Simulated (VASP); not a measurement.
**Ge: relaxation of cell and atoms with PBE**

Crystal: Ge.

```xyz
8
Lattice="-3.7848 3.7848 3.7848 3.7848 -3.7848 3.7848 3.7848 3.7848 -3.7848" Properties=species:S:1:pos:R:3 pbc="T T T"
Ge    1.2005    1.2005    1.2005
Ge    2.5843    2.5843   -2.5843
Ge    2.5843   -2.5843    2.5843
Ge   -2.5843    2.5843    2.5843
Ge    2.5843    2.5843    2.5843
Ge    1.2005    1.2005   -1.2005
Ge    1.2005   -1.2005    1.2005
Ge   -1.2005    1.2005    1.2005
```

The cell was generated, and may not be a known phase.

```
Program                : VASP 6.6.1
Task                   : relaxation of cell and atoms
Functional             : PBE
Potentials or basis    : VASP PAW PBE potentials, release 64 (Ge_d)
Cutoff                 : 600 eV
k mesh                 : 4 × 4 × 4
Occupations            : gaussian, width 0.1 eV
Spin                   : no spin polarisation
Dipole correction      : no
Further INCAR settings : ALGO = Normal; EDIFF = 1e-06; IBRION = 2; EDIFFG = -0.04; NSW = 90; ISIF = 3
```

The relaxed volume is 31.33 Å³/atom, the relaxed cell is a = 6.880 Å, b = 6.880 Å, c = 6.880 Å, α = 109.47°, β = 109.47°, γ = 109.47° and the space group after relaxing (to 0.1 Å) is Im-3m (No. 229). The energy gained by relaxing is 108.3 meV/atom and the ionic steps are 6. The pressure after relaxing is 0.0 GPa and the largest force after relaxing is 0.017 eV/Å. The band gap on the k mesh is zero (bands 56 and 57 overlap by 0.10 eV).

Forces in eV/Å, atoms in the order of the input:
```
Ge   0.010  0.010  0.010
Ge  -0.010 -0.010  0.010
Ge  -0.010  0.010 -0.010
Ge   0.010 -0.010 -0.010
Ge  -0.010 -0.010 -0.010
Ge   0.010  0.010 -0.010
Ge   0.010 -0.010  0.010
Ge  -0.010  0.010  0.010
```

The path:
| step | energy change (eV) | largest force (eV/Å) | pressure (GPa) | volume (Å³) |
| --- | --- | --- | --- | --- |
| 1 | 0.0000 | 1.2817 | 8.67 | 216.87 |
| 2 | -0.4822 | 1.1846 | -2.65 | 266.26 |
| 3 | -0.8168 | 0.4505 | 0.60 | 244.26 |
| 4 | -0.8166 | 0.4260 | 0.75 | 243.69 |
| 5 | -0.8651 | 0.0614 | 0.17 | 249.25 |
| 6 | -0.8665 | 0.0172 | -0.05 | 250.66 |

Final structure:
```cif
data_structure
_symmetry_space_group_name_H-M 'P 1'
_symmetry_Int_Tables_number 1
_cell_length_a 6.8797
_cell_length_b 6.8797
_cell_length_c 6.8797
_cell_angle_alpha 109.471
_cell_angle_beta 109.471
_cell_angle_gamma 109.471
_cell_volume 250.66
loop_
_atom_site_label
_atom_site_type_symbol
_atom_site_fract_x
_atom_site_fract_y
_atom_site_fract_z
_atom_site_occupancy
Ge1 Ge 0.31952 0.31952 0.31952 1
Ge2 Ge 0.00000 0.00000 0.68048 1
Ge3 Ge 0.00000 0.68048 0.00000 1
Ge4 Ge 0.68048 0.00000 0.00000 1
Ge5 Ge 0.68048 0.68048 0.68048 1
Ge6 Ge 0.00000 0.00000 0.31952 1
Ge7 Ge 0.00000 0.31952 0.00000 1
Ge8 Ge 0.31952 0.00000 0.00000 1
```

Levels at points of the mesh, in eV from the Fermi level:
| k point | band 54 | band 55 | band 56 | band 57 | band 58 | band 59 |
| --- | --- | --- | --- | --- | --- | --- |
| (0.00, 0.00, 0.00) | -0.76 | -0.06 | -0.06 | -0.06 | 1.13 | 1.13 |
| (0.50, 0.00, 0.00) | -1.14 | -0.90 | -0.66 | 1.19 | 1.57 | 2.12 |
| (0.50, 0.50, 0.50) | 0.03 | 0.03 | 0.03 | 0.46 | 1.94 | 1.94 |

Run time: 9.8 min on 1 thread of AMD EPYC 9R45 96-Core Processor (Zen 5), on a shared host, peak memory 0.43 GiB.

Caveat: the volume moved by over 15 % at a fixed basis, so the end points are rough; semilocal functionals underestimate gaps, and a narrow one can read as zero.
